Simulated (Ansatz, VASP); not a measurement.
# V: VASP beside Ansatz

The input INCAR:

```
SYSTEM = V
PREC = Accurate
ENCUT = 520
EDIFF = 1E-7
ISMEAR = -1
SIGMA = 0.08
LREAL = .FALSE.
LASPH = .TRUE.
NELM = 150
ALGO = Normal
ISIF = 2
LWAVE = .FALSE.
LCHARG = .FALSE.
ISPIN = 2
MAGMOM = 1.5 1.5
LORBIT = 11
LMAXMIX = 4
GGA = PE
NBANDS = 24
```

The input KPOINTS:

```
regular mesh
0
G
  10 10 10
  0 0 0
```

Contents of POSCAR:

```
V
1.0
    0.0000000000      2.7560689890      2.7560689890
    2.7560689890      0.0000000000      2.7560689890
    2.7560689890      2.7560689890      0.0000000000
V
2
Direct
    0.0000000000      0.0000000000      0.0000000000
    0.2500000000      0.2500000000      0.2500000000
```

Input for Ansatz:

```yaml
crystal:
  lattice:
    - [0.0, 2.756068989, 2.756068989]
    - [2.756068989, 0.0, 2.756068989]
    - [2.756068989, 2.756068989, 0.0]
  atoms:
    - { symbol: V, position: [0.0, 0.0, 0.0], spin: 1.5 }
    - { symbol: V, position: [0.25, 0.25, 0.25], spin: 1.5 }
magnetization:
  spin_polarized: true
kpoints:
  mp_grid: { grid: [10, 10, 10] }
scf:
  occupations: { method: fermi_dirac, width: 0.08 }
hamiltonian:
  xc: pbe
  pseudopotentials: { kind: all_electron, lapw: { basis_error: 0.001 } }
output:
  forces: true
  stress: true
  eigenvalues: true
```

Change from the starting cell: volume scaled by 1.025.

Alike in both runs: task single point; functional PBE; k mesh 10 × 10 × 10; occupations fermi-dirac, width 0.08 eV; collinear spin.

```csv
,VASP,Ansatz
version,VASP 6.6.1,Ansatz 0.2.0
potentials or method,"VASP PAW PBE potentials, release 64 (V_sv), cutoff 520 eV","all-electron LAPW, scalar-relativistic"
```

Ansatz gave:

* pressure (GPa): -1.4
* net moment per atom (μB): 1.89
* size of the moment on the site where the two differ most (μB): 1.61

Problem. Which values does VASP return?

Solution. Pressure (GPa): -1.2; net moment per atom (μB): 1.90; size of the moment on the site where the two differ most (μB): 1.71.

Site moments also hang on the region over which each program counts them. Ansatz ran all-electron here, and VASP with PAW potentials.
